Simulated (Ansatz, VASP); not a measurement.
# One calculation of PtS2, two programs

File INCAR:

```
  PREC = Accurate
  ENCUT = 520
  EDIFF = 1E-7
  ISMEAR = 0
  SIGMA = 0.01
  LREAL = F
  LASPH = T
  NELM = 100
  ALGO = Normal
  ISIF = 2
  LWAVE = F
  LCHARG = F
  GGA = CA
  NBANDS = 18
```

The input KPOINTS:

```
Automatic mesh
0
Gamma
  8 8 8
```

File POSCAR:

```
PtS2
1.0
    1.7644428793      1.0187015713      5.5230471123
   -1.7644428793      1.0187015713      5.5230471123
    0.0000000000     -2.0374031427      5.5230471123
Pt S
1 2
Direct
    0.0000000000      0.0000000000      0.0000000000
    0.2583047974      0.2583047974      0.2583047974
    0.7416952026      0.7416952026      0.7416952026
```

Input for Ansatz:

```yaml
crystal:
  lattice:
    - [1.7644428793, 1.0187015713, 5.5230471123]
    - [-1.7644428793, 1.0187015713, 5.5230471123]
    - [0.0, -2.0374031427, 5.5230471123]
  atoms:
    - { symbol: Pt, position: [0.0, 0.0, 0.0] }
    - { symbol: S, position: [0.2583047974, 0.2583047974, 0.2583047974] }
    - { symbol: S, position: [0.7416952026, 0.7416952026, 0.7416952026] }
kpoints:
  mp_grid: { grid: [8, 8, 8] }
  band_path:
    path:
      - [0.0, 0.0, 0.0]
      - [0.5, 0.5, 0.5]
      - [0.8106532212, 0.1893467788, 0.5]
      - [0.5, -0.1893467788, 0.1893467788]
      - [0.5, 0.0, 0.0]
      - [0.3446733894, -0.3446733894, 0.0]
      - [0.6553266106, 0.0, 0.3446733894]
      - [0.5, 0.0, 0.5]
      - [0.192708, 0.192708, 0.367188]
      - [0.0, 0.242188, -0.242188]
      - [0.25, 0.25, -0.5]
    npoints: 1
hamiltonian:
  xc: lda
scf:
  occupations: { method: fixed }
  n_extra_bands: 4
output:
  forces: true
  stress: true
  eigenvalues: true
  write_density: true
  write_potential: true
  elf: true
  volumetric_format: npy
```

Alike in both runs: task single point; functional LDA; k mesh 8 × 8 × 8; no spin polarisation.

```csv
,VASP,Ansatz
version,VASP 6.6.1,Ansatz 0.2.0
potentials or method,"VASP PAW LDA potentials, release 64 (Pt, S)","plane waves, PAW"
plane-wave cutoff (eV),520,420
occupations,"gaussian, width 0.01 eV",fixed
valence electrons in the cell,22,30
```

Ansatz gave:

```
gap on the k mesh at the Fermi level (eV)                     : 0.93
pressure (GPa)                                                : -3.6
traceless stress, the component that is largest in VASP (GPa) : -0.22
rms of the force components (eV/Å)                            : 0.207
```

Estimate VASP's values.

gap on the k mesh at the Fermi level (eV): 0.93; pressure (GPa): -3.6; traceless stress, the component that is largest in VASP (GPa): -0.21; rms of the force components (eV/Å): 0.206.

LDA's correlation is that of Perdew and Zunger in VASP and of Perdew and Wang (1992) in Ansatz. Atom by atom the forces differ by 0.001 eV/Å (rms over components). VASP's potentials hold 22 valence electrons a cell and Ansatz's 30, so a difference there can come from the potentials and not from the codes.

Spin-orbit coupling is off throughout.
